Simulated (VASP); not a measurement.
# SrCl2 (I4/mmm) in VASP: a series of runs, part 2 of 3

VASP 6.6.1. Earlier steps stand in the parts before.

## Step 3: Single point, r2SCAN (strain +0.000 along x and y, +0.080 along z)

The input, POSCAR:

```
SrCl2
1.0
    0.0000000000      3.4855000000      3.7643400000
    3.4855000000      0.0000000000      3.7643400000
    3.4855000000      3.4855000000      0.0000000000
Sr Cl
1 2
Direct
    0.0000000000      0.0000000000      0.0000000000
    0.2500000000      0.2500000000      0.2500000000
    0.7500000000      0.7500000000      0.7500000000
```

The input, INCAR.step1:

```
SYSTEM = SrCl2
ALGO = Normal ; EDIFF = 1E-4
ENCUT = 520 ; GGA = PE
ISMEAR = 0 ; LASPH = .TRUE.
LCHARG = .FALSE. ; LREAL = .FALSE.
LWAVE = .TRUE. ; NBANDS = 19
NELM = 60 ; PREC = Accurate
SIGMA = 0.05
```

The input, INCAR.step2:

```
SYSTEM = SrCl2
ALGO = Normal ; EDIFF = 1E-7
ENCUT = 520 ; ISIF = 2
ISMEAR = 0 ; ISTART = 1
LASPH = .TRUE. ; LCHARG = .FALSE.
LMIXTAU = .TRUE. ; LREAL = .FALSE.
LWAVE = .FALSE. ; METAGGA = R2SCAN
NBANDS = 19 ; NELM = 60
PREC = Accurate ; SIGMA = 0.05
```

The input, KPOINTS:

```
k-points
0
G
  6 6 6
  0 0 0
```

Potentials or basis: VASP PAW PBE potentials, release 64 (Sr_sv, Cl).

Command:

```console
cat potpaw_PBE.64/Sr_sv/POTCAR potpaw_PBE.64/Cl/POTCAR > POTCAR
cp INCAR.step1 INCAR
mpirun -np 1 vasp_std > vasp.out
cp INCAR.step2 INCAR
mpirun -np 1 vasp_std > vasp.out
```

OUTCAR:

```text
SYSTEM = SrCl2
   EDIFF = 1E-7
   ENCUT = 520
   ISIF = 2
   ISMEAR = 0
   ISTART = 1
   LASPH = .TRUE.
   LREAL = .FALSE.
   METAGGA = R2SCAN
   NELM = 60
   PREC = Accurate

 ion  position               nearest neighbor table
   1  0.000  0.000  0.000-   3 3.10   3 3.10   2 3.10   2 3.10   3 3.10   2 3.10   3 3.10   2 3.10

   2  0.250  0.250  0.250-   1 3.10   1 3.10   1 3.10   1 3.10
   3  0.750  0.750  0.750-   1 3.10   1 3.10   1 3.10   1 3.10

  LATTYP: Found a body centered tetragonal cell.
 ALAT       =     4.9292413717
 C/A-ratio  =     1.5273506474

  Lattice vectors:

 A1 = (  -3.4855000000,   0.0000000000,   3.7643400000)
 A2 = (   3.4855000000,   0.0000000000,   3.7643400000)
 A3 = (   0.0000000000,   3.4855000000,  -3.7643400000)

Analysis of symmetry for initial positions (statically):
=====================================================================
 Subroutine PRICEL returns:
 Original cell was already a primitive cell.

 Routine SETGRP: Setting up the symmetry group for a
 body centered tetragonal supercell.

 Subroutine GETGRP returns: Found 16 space group operations
 (whereof 16 operations were pure point group operations)
 out of a pool of 16 trial point group operations.

The static configuration has the point symmetry D_4h.

Analysis of symmetry for dynamics (positions and initial velocities):
=====================================================================
 Subroutine PRICEL returns:
 Original cell was already a primitive cell.

 Routine SETGRP: Setting up the symmetry group for a
 body centered tetragonal supercell.

 Subroutine GETGRP returns: Found 16 space group operations
 (whereof 16 operations were pure point group operations)
 out of a pool of 16 trial point group operations.

[... 111 lines left out ...]
   TEBEG  =    0.0;   TEEND  =   0.0 temperature during run
   PSTRESS=    0.0 pullay stress
   NELECT =      24.0000    total number of electrons
   NUPDOWN=      -1.0000    fix difference up-down
   EMIN   =  10.00;   EMAX   =-10.00  energy-range for DOS
   EFERMI =   0.00;   METHOD = LEGACY
   ISMEAR =     0;   SIGMA  =   0.05  broadening in eV -4-tet -1-fermi 0-gaus
   EFERMI_NEDOS =   21; number of points for ismear=-14 and -15
   IALGO  =     38    algorithm
   IMIX   =      4    mixing-type and parameters
     AMIX     =   0.40;   BMIX     =  1.00
     AMIX_MAG =   1.60;   BMIX_MAG =  1.00
  volume/ion in A,a.u.               =      30.49       205.74
  Fermi-wavevector in a.u.,A,eV,Ry     =   1.048083  1.980589 14.945693  1.098477
  Thomas-Fermi vector in A             =   2.182990
   LORBIT       =      0    0 simple, 1 ext, 2 COOP (PROOUT), +10 PAW based schemes
   METAGGA = R2SCAN    functional components
   LHFCALC =     F    Hartree Fock is set to
   AEXX    =    0.0000 exact exchange contribution
   IVDW    =     0    specifies the selected vdW correction
   LEPSILON=     F    determine dielectric tensor
   LRPA    =     F    only Hartree local field effects (RPA)
 non-spin polarized calculation
 Gauss-broadening in eV      SIGMA  =   0.05
  energy-cutoff  :      520.00
  volume of cell :       91.46
 maximum number of plane-waves:      2477
 NGX is ok and might be reduce to    40
   NGX = 19   NGY = 19   NGZ = 19

 number of electron      23.9999998 magnetization

 Free energy of the ion-electron system (eV)
  ---------------------------------------------------
  ext. energy  EPLUGINS =         0.00000000
  ---------------------------------------------------
  free energy    TOTEN  =       -35.60349792 eV

  energy without entropy =      -35.60349792  energy(sigma->0) =      -35.60349792

 E-fermi :  -0.2448     XC(G=0):  -8.4261

 val. band max:       -0.4969226058   @ k =   0.5000   0.0000   0.5000
 cond. band min:       4.8494187885   @ k =   0.0000   0.0000   0.0000
 fundamental gap:      5.3463413943
 Fermi energy:        -0.2448401455

 k-point     1 :       0.0000    0.0000    0.0000
  band No.  band energies     occupation
      1     -34.9126      2.00000
      2     -16.2608      2.00000
      3     -16.2608      2.00000
      4     -16.2312      2.00000
      5     -14.3371      2.00000
      6     -13.5819      2.00000
[... 505 lines left out ...]
      6     -13.7754      2.00000
[... 11 lines left out ...]
     18       8.6227      0.00000
     19       9.4506      0.00000

 [... further k-points ...]
[... 5 lines left out ...]
  --------------------------------------------------------------------------------------
  -------------------------------------------------------------------------------------
  Total       -0.4809712     -0.4809712     -2.6224050      0.0000000     -0.0000000     -0.0000000
  in kB       -8.4252077     -8.4252077    -45.9368624      0.0000000     -0.0000000     -0.0000000
  external PRESSURE =     -20.9290926 kB  Pullay stress =       0.0000000 kB

 VOLUME and BASIS-vectors are now :
 -----------------------------------------------------------------------------
  energy-cutoff  :      520.00
  volume of cell :       91.46
      direct lattice vectors                 reciprocal lattice vectors
     0.000000000  3.485500000  3.764340000    -0.143451442  0.143451442  0.132825409
     3.485500000  0.000000000  3.764340000     0.143451442 -0.143451442  0.132825409
     3.485500000  3.485500000  0.000000000     0.143451442  0.143451442 -0.132825409

 POSITION                                       TOTAL-FORCE (eV/Angst)
 -----------------------------------------------------------------------------------
      0.00000      0.00000      0.00000         0.000000      0.000000     -0.000000
      1.74275      1.74275      1.88217         0.000000      0.000000      0.000000
      5.22825      5.22825      5.64651        -0.000000     -0.000000     -0.000000
 -----------------------------------------------------------------------------------
    total drift:                               -0.000000     -0.000000      0.000000

  FREE ENERGIE OF THE ION-ELECTRON SYSTEM (eV)
  ---------------------------------------------------
  free  energy   TOTEN  =       -35.6034979216 eV

  energy  without entropy=      -35.6034979216  energy(sigma->0) =      -35.60349792
```

OUTCAR.step1:

```text
SYSTEM = SrCl2
   EDIFF = 1E-4
   ENCUT = 520
   GGA = PE
   ISMEAR = 0
[... 756 lines left out ...]
      0.00000      0.00000      0.00000         0.000000     -0.000000     -0.000000
      1.74275      1.74275      1.88217         0.000000      0.000000      0.000000
      5.22825      5.22825      5.64651        -0.000000     -0.000000     -0.000000
 -----------------------------------------------------------------------------------
    total drift:                               -0.000000     -0.000000      0.000000

  FREE ENERGIE OF THE ION-ELECTRON SYSTEM (eV)
  ---------------------------------------------------
  free  energy   TOTEN  =       -12.7230891432 eV

  energy  without entropy=      -12.7230891432  energy(sigma->0) =      -12.72308914
```

Run time: 2.3 min. Hardware: 1 thread of Intel Xeon 6975P-C (Granite Rapids), shared host; peak memory 0.28 GiB.

What came out:

* Free energy: -35.6035 eV
* Pressure: -2.1 GPa
* Band gap on the k mesh: 5.35 eV, indirect (least direct gap 5.64 eV)

Caveat: the cell differs from its parent crystal (strain +0.000 along x and y, +0.080 along z); the PAW data sets were made with another functional, which shifts forces and pressure a little.

## Step 4: Single point, r2SCAN (strain +0.040 along x and y, +0.000 along z)

The input, POSCAR:

```
SrCl2
1.0
    0.0000000000      3.6249200000      3.4855000000
    3.6249200000      0.0000000000      3.4855000000
    3.6249200000      3.6249200000      0.0000000000
Sr Cl
1 2
Direct
    0.0000000000      0.0000000000      0.0000000000
    0.2500000000      0.2500000000      0.2500000000
    0.7500000000      0.7500000000      0.7500000000
```

The input, INCAR.step1:

```
SYSTEM = SrCl2
PREC = Accurate
ENCUT = 520
ISMEAR = 0
SIGMA = 0.05
LREAL = .False.
LASPH = .True.
NELM = 60
NBANDS = 19
GGA = PE
ALGO = Normal
EDIFF = 1E-4
LWAVE = .True.
LCHARG = .False.
```

The input, INCAR.step2:

```
SYSTEM = SrCl2
PREC = Accurate
ENCUT = 520
EDIFF = 1E-6
ISMEAR = 0
SIGMA = 0.05
LREAL = .False.
LASPH = .True.
NELM = 60
ALGO = Normal
ISIF = 2
LWAVE = .False.
LCHARG = .False.
METAGGA = R2SCAN
LMIXTAU = .True.
NBANDS = 19
ISTART = 1
```

The input, KPOINTS:

```
Automatic mesh
0
Gamma
  6 6 6
  0 0 0
```

Command:

```console
cat potpaw_PBE.64/Sr_sv/POTCAR potpaw_PBE.64/Cl/POTCAR > POTCAR
cp INCAR.step1 INCAR
mpirun -np 1 vasp_std > vasp.out
cp INCAR.step2 INCAR
mpirun -np 1 vasp_std > vasp.out
```

Wall time 1.8 min (1 thread of Intel Xeon 6975P-C (Granite Rapids), shared host); peak memory 0.28 GiB.

The run converged. Its results:

* Free energy: -35.6421 eV
* Pressure: -2.2 GPa
* Band gap on the k mesh: 5.49 eV, indirect (least direct gap 5.77 eV)

Stress tensor (GPa, compression positive):
```
-2.81  0.00  0.00
 0.00 -2.81  0.00
 0.00  0.00 -0.87
```

Levels at points of the mesh, in eV from the valence-band top:
```
           k point  band 9  band 10  band 11  band 12  band 13  band 14  band 15  band 16
(0.00, 0.00, 0.00)   -2.02    -0.57    -0.57    -0.28     5.49     6.41     6.69     9.28
(0.50, 0.00, 0.00)   -1.47    -1.37    -1.15    -1.10     7.02     7.08     7.79     7.94
(0.50, 0.50, 0.00)   -1.91    -0.56    -0.56     0.00     5.84     7.59     7.85     8.43
(0.50, 0.00, 0.50)   -1.83    -0.63    -0.31    -0.23     5.85     7.32     7.86     8.20
```

Caveat: the cell differs from its parent crystal (strain +0.040 along x and y, +0.000 along z); the PAW data sets were made with another functional, which shifts forces and pressure a little.

## Step 5: Single point, r2SCAN (strain +0.080 along x and y, -0.040 along z)

The input, POSCAR:

```
SrCl2
1.0
    0.0000000000      3.7643400000      3.3460800000
    3.7643400000      0.0000000000      3.3460800000
    3.7643400000      3.7643400000      0.0000000000
Sr Cl
1 2
Direct
    0.0000000000      0.0000000000      0.0000000000
    0.2500000000      0.2500000000      0.2500000000
    0.7500000000      0.7500000000      0.7500000000
```

The input, INCAR.step1:

```
SYSTEM = SrCl2
ALGO     = Normal         ! electronic algorithm
EDIFF    = 1E-4           ! SCF threshold, eV
ENCUT    = 520            ! plane-wave cutoff, eV
GGA      = PE             ! functional
ISMEAR   = 0              ! smearing method
LASPH    = .True.         ! aspherical terms in the spheres
LCHARG   = .False.        ! write CHGCAR
LREAL    = .False.        ! projectors in reciprocal space
LWAVE    = .True.         ! write WAVECAR
NBANDS   = 19             ! bands
NELM     = 60             ! most SCF steps
PREC     = Accurate       ! precision mode
SIGMA    = 0.05           ! smearing width, eV
```

The input, INCAR.step2:

```
SYSTEM = SrCl2
ALGO     = Normal         ! electronic algorithm
EDIFF    = 1E-6           ! SCF threshold, eV
ENCUT    = 520            ! plane-wave cutoff, eV
ISIF     = 2              ! what is computed and relaxed
ISMEAR   = 0              ! smearing method
ISTART   = 1            
LASPH    = .True.         ! aspherical terms in the spheres
LCHARG   = .False.        ! write CHGCAR
LMIXTAU  = .True.       
LREAL    = .False.        ! projectors in reciprocal space
LWAVE    = .False.        ! write WAVECAR
METAGGA  = R2SCAN         ! meta-GGA
NBANDS   = 19             ! bands
NELM     = 60             ! most SCF steps
PREC     = Accurate       ! precision mode
SIGMA    = 0.05           ! smearing width, eV
```

The input, KPOINTS:

```
k-points
0
Gamma
  6 6 6
  0 0 0
```

Potentials or basis: VASP PAW PBE potentials, release 64 (Sr_sv, Cl).

Command:

```console
cat potpaw_PBE.64/Sr_sv/POTCAR potpaw_PBE.64/Cl/POTCAR > POTCAR
cp INCAR.step1 INCAR
mpirun -np 1 vasp_std > vasp.out
cp INCAR.step2 INCAR
mpirun -np 1 vasp_std > vasp.out
```

OUTCAR:

```text
SYSTEM = SrCl2
   EDIFF = 1E-6
   ENCUT = 520
   ISIF = 2
   ISMEAR = 0
   ISTART = 1
   LASPH = .True.
   LREAL = .False.
   METAGGA = R2SCAN
   NELM = 60
   PREC = Accurate

 ion  position               nearest neighbor table
   1  0.000  0.000  0.000-   3 3.14   3 3.14   3 3.14   2 3.14   2 3.14   2 3.14   3 3.14   2 3.14

   2  0.250  0.250  0.250-   1 3.14   1 3.14   1 3.14   1 3.14
   3  0.750  0.750  0.750-   1 3.14   1 3.14   1 3.14   1 3.14

  LATTYP: Found a body centered tetragonal cell.
 ALAT       =     5.3235806814
 C/A-ratio  =     1.2570787221

  Lattice vectors:

 A1 = (   0.0000000000,  -3.7643400000,  -3.3460800000)
 A2 = (   0.0000000000,   3.7643400000,  -3.3460800000)
 A3 = (   3.7643400000,   0.0000000000,   3.3460800000)

Analysis of symmetry for initial positions (statically):
=====================================================================
 Subroutine PRICEL returns:
 Original cell was already a primitive cell.

 Routine SETGRP: Setting up the symmetry group for a
 body centered tetragonal supercell.
[... 161 lines left out ...]

 Free energy of the ion-electron system (eV)
  ---------------------------------------------------
  ext. energy  EPLUGINS =         0.00000000
  ---------------------------------------------------
  free energy    TOTEN  =       -35.47367078 eV

  energy without entropy =      -35.47367078  energy(sigma->0) =      -35.47367078

 E-fermi :  -0.0025     XC(G=0):  -8.2631

 val. band max:       -0.3259642636   @ k =   0.5000   0.5000   0.0000
 cond. band min:       4.4855598873   @ k =   0.0000   0.0000   0.0000
 fundamental gap:      4.8115241509
 Fermi energy:        -0.0024705856

 k-point     1 :       0.0000    0.0000    0.0000
  band No.  band energies     occupation
      1     -35.2726      2.00000
      2     -16.6244      2.00000
      3     -16.5824      2.00000
      4     -16.5824      2.00000
      5     -14.4323      2.00000
      6     -13.7037      2.00000
[... 505 lines left out ...]
      6     -13.8727      2.00000
[... 11 lines left out ...]
     18       8.0991      0.00000
     19       8.9594      0.00000

 [... further k-points ...]
[... 5 lines left out ...]
  --------------------------------------------------------------------------------------
  -------------------------------------------------------------------------------------
  Total       -2.8601607     -2.8601607      0.5696639      0.0000000      0.0000000      0.0000000
  in kB      -48.3233476    -48.3233476      9.6246582      0.0000000      0.0000000      0.0000000
  external PRESSURE =     -29.0073457 kB  Pullay stress =       0.0000000 kB

 VOLUME and BASIS-vectors are now :
 -----------------------------------------------------------------------------
  energy-cutoff  :      520.00
  volume of cell :       94.83
      direct lattice vectors                 reciprocal lattice vectors
     0.000000000  3.764340000  3.346080000    -0.132825409  0.132825409  0.149428585
     3.764340000  0.000000000  3.346080000     0.132825409 -0.132825409  0.149428585
     3.764340000  3.764340000  0.000000000     0.132825409  0.132825409 -0.149428585

 POSITION                                       TOTAL-FORCE (eV/Angst)
 -----------------------------------------------------------------------------------
      0.00000      0.00000      0.00000        -0.000000      0.000000     -0.000000
      1.88217      1.88217      1.67304         0.000000      0.000000     -0.000000
      5.64651      5.64651      5.01912        -0.000000     -0.000000      0.000000
 -----------------------------------------------------------------------------------
    total drift:                               -0.000000     -0.000000      0.000000

  FREE ENERGIE OF THE ION-ELECTRON SYSTEM (eV)
  ---------------------------------------------------
  free  energy   TOTEN  =       -35.4736707822 eV

  energy  without entropy=      -35.4736707822  energy(sigma->0) =      -35.47367078
```

It took 2 min on 1 thread of Intel Xeon 6975P-C (Granite Rapids), shared host; peak memory 0.28 GiB.

What came out:

| Property | Result |
| --- | --- |
| Free energy | -35.4737 eV |
| Pressure | -2.9 GPa |
| Band gap on the k mesh | 4.81 eV, indirect (least direct gap 5.01 eV) |

Stress tensor (GPa, compression positive):
```
-4.83  0.00  0.00
 0.00 -4.83  0.00
 0.00  0.00  0.96
```

Caveat: the cell differs from its parent crystal (strain +0.080 along x and y, -0.040 along z); the PAW data sets were made with another functional, which shifts forces and pressure a little.

[end of part 2 of 3]
